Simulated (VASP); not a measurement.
Write the native input for VASP 6.6.1 that does the following.

| Property | Result |
| --- | --- |
| Task | single point |
| Functional | r2SCAN |
| Potentials or basis | VASP PAW PBE potentials, release 64 (C_h) |
| Cutoff | 910 eV |
| k mesh | 6 × 6 × 6 |
| Occupations | gaussian, width 0.05 eV |
| Spin | no spin polarisation |
| Dipole correction | no |
| Further INCAR settings | ALGO = Normal; EDIFF = 1e-06; NBANDS = 26 |

C:

```xyz
8
Lattice="3.5603 0.0000 0.0000 0.0000 -3.5603 0.0000 0.0000 0.0000 -3.5603" Properties=species:S:1:pos:R:3 pbc="T T T"
C     1.8263    0.0462    0.0462
C     0.0000   -1.7801    0.0000
C     0.0000    0.0000   -1.7801
C     1.7801   -1.7801   -1.7801
C     2.6702   -2.6702   -2.6702
C     0.8901   -0.8901   -2.6702
C     0.8901   -2.6702   -0.8901
C     2.6702   -0.8901   -0.8901
```

This cell differs from its parent crystal: atom 1 (C) moved +0.080 Å towards its neighbour atom 5 (C) at 1.542 Å.

The input as run:

POSCAR

```
C
1.0
    3.5602834153      0.0000000000      0.0000000000
    0.0000000000     -3.5602834153      0.0000000000
    0.0000000000      0.0000000000     -3.5602834153
C
8
Direct
    0.5129731305     -0.0129731305     -0.0129731305
    0.0000000000      0.5000000000      0.0000000000
    0.0000000000      0.0000000000      0.5000000000
    0.5000000000      0.5000000000      0.5000000000
    0.7500000000      0.7500000000      0.7500000000
    0.2500000000      0.2500000000      0.7500000000
    0.2500000000      0.7500000000      0.2500000000
    0.7500000000      0.2500000000      0.2500000000
```

INCAR.step1

```
SYSTEM = C
ALGO = Normal ; EDIFF = 1E-5
ENCUT = 910 ; GGA = PE
GGA_COMPAT = .FALSE. ; ISMEAR = 0
LASPH = .TRUE. ; LCHARG = .FALSE.
LREAL = .FALSE. ; LWAVE = .TRUE.
NBANDS = 26 ; NELM = 120
PREC = Accurate ; SIGMA = 0.05
```

INCAR.step2

```
SYSTEM = C
ALGO = Normal ; EDIFF = 1E-6
ENCUT = 910 ; GGA_COMPAT = .FALSE.
ISIF = 2 ; ISMEAR = 0
ISTART = 1 ; LASPH = .TRUE.
LCHARG = .TRUE. ; LELF = .TRUE.
LMIXTAU = .TRUE. ; LREAL = .FALSE.
LVHAR = .TRUE. ; LWAVE = .FALSE.
METAGGA = R2SCAN ; NBANDS = 26
NELM = 120 ; PREC = Accurate
SIGMA = 0.05
```

KPOINTS

```
k-points
0
G
  6 6 6
  0 0 0
```

Potentials or basis: VASP PAW PBE potentials, release 64 (C_h).

Launch:

```console
$ cat potpaw_PBE.64/C_h/POTCAR > POTCAR
$ cp INCAR.step1 INCAR
$ mpirun -np 1 vasp_std > vasp.out
$ cp INCAR.step2 INCAR
$ mpirun -np 1 vasp_std > vasp.out
```

It gave:

| Item | Value |
| --- | --- |
| Pressure | -0.1 GPa |
| Largest force | 4.075 eV/Å |
| Band gap on the k mesh | 4.16 eV |

Caveat: the cell differs from its parent crystal (atom 1 (C) moved +0.080 Å towards its neighbour atom 5 (C) at 1.542 Å); the cutoff is under 1.25 times the usual one of these potentials, so pressure, stress and relaxed cells hold a basis-set (Pulay) error; the PAW data sets were made with another functional, which shifts forces and pressure a little.

It took 2.8 min on 1 thread of Intel(R) Xeon(R) Platinum 8259CL CPU @ 2.50GHz (Skylake/Cascade Lake), with other jobs on the host, peak memory 0.23 GiB.
